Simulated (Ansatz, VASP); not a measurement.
**One calculation of BP, two programs**

```
P B
1.0
     0.00000    2.23833    2.23833
     2.23833    0.00000    2.23833
     2.23833    2.23833    0.00000
P B
1 1
Cartesian
  3.3575 3.3575 3.3575
  0.0000 0.0000 0.0000
```

Alike in both runs: task single point; functional revPBE; k mesh 10 × 10 × 10; occupations fermi-dirac, width 0.05 eV; no spin polarisation.

|  | VASP | Ansatz |
| --- | --- | --- |
| version | VASP 6.6.1 | Ansatz 0.2.0 |
| potentials or method | VASP PAW PBE potentials, release 64 (P, B) | Ansatz PAW |
| plane-wave cutoff (eV) | 520 | 420 |
| valence electrons in the cell | 8 | 8 |

Ansatz gave:

```
gap on the k mesh at the Fermi level (eV) : 1.20
least direct gap on the mesh (eV)         : 3.47
pressure (GPa)                            : 10.7
```

Question: Estimate VASP's values.

Answer: gap on the k mesh at the Fermi level (eV): 1.18; least direct gap on the mesh (eV): 3.46; pressure (GPa): 10.3.

VASP's potentials were made for PBE, not for revPBE. With one functional, cell and mesh, what is left measures potentials, basis and numerics.
